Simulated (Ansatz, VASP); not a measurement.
**Li3TaO4 in VASP and in Ansatz**

```
Li Ta O
1.0
    -2.04226    2.04226    4.25296
     2.04226   -2.04226    4.25296
     2.04226    2.04226   -4.25296
Li Ta O
3 1 4
Direct
  0.52675 0.52675 0.00000
  0.25226 0.75226 0.50000
  0.75226 0.25226 0.50000
  0.99934 0.99934 0.00000
  0.99967 0.49967 0.50000
  0.77153 0.77153 0.00000
  0.49967 0.99967 0.50000
  0.22302 0.22302 0.00000
```

Change from the starting cell: mode 1 (-167.1 1/cm) frozen in, largest displacement +0.228 Å.

Alike in both runs: task single point; functional PBEsol; k mesh 10 × 10 × 10; occupations gaussian, width 0.05 eV; no spin polarisation.

```csv
,VASP,Ansatz
version,VASP 6.6.1,Ansatz 0.2.0
potentials or method,"VASP PAW PBE potentials, release 64 (Li_sv, Ta_pv, O), cutoff 520 eV","scalar-relativistic, plane waves, PAW"
valence electrons in the cell,44,46
```

Ansatz gave:

| Property | Result |
| --- | --- |
| gap on the k mesh at the Fermi level (eV) | 1.62 |
| least direct gap on the mesh (eV) | 1.68 |
| rms of the force components (eV/Å) | 0.025 |

Question: Which values does VASP return?

Answer: gap on the k mesh at the Fermi level (eV): 1.57; least direct gap on the mesh (eV): 1.63; rms of the force components (eV/Å): 0.049.

VASP's potentials were made for PBE, not for PBEsol. Atom by atom the forces differ by 0.042 eV/Å (rms over components). The functional is the same, so the differences come from potentials, cutoffs and numerics. VASP's potentials hold 44 valence electrons a cell and Ansatz's 46, so a difference there can come from the potentials and not from the codes.

Spin-orbit coupling is off throughout. Noted on VASP's run: the cutoff is short for stress, so the pressure is rough.
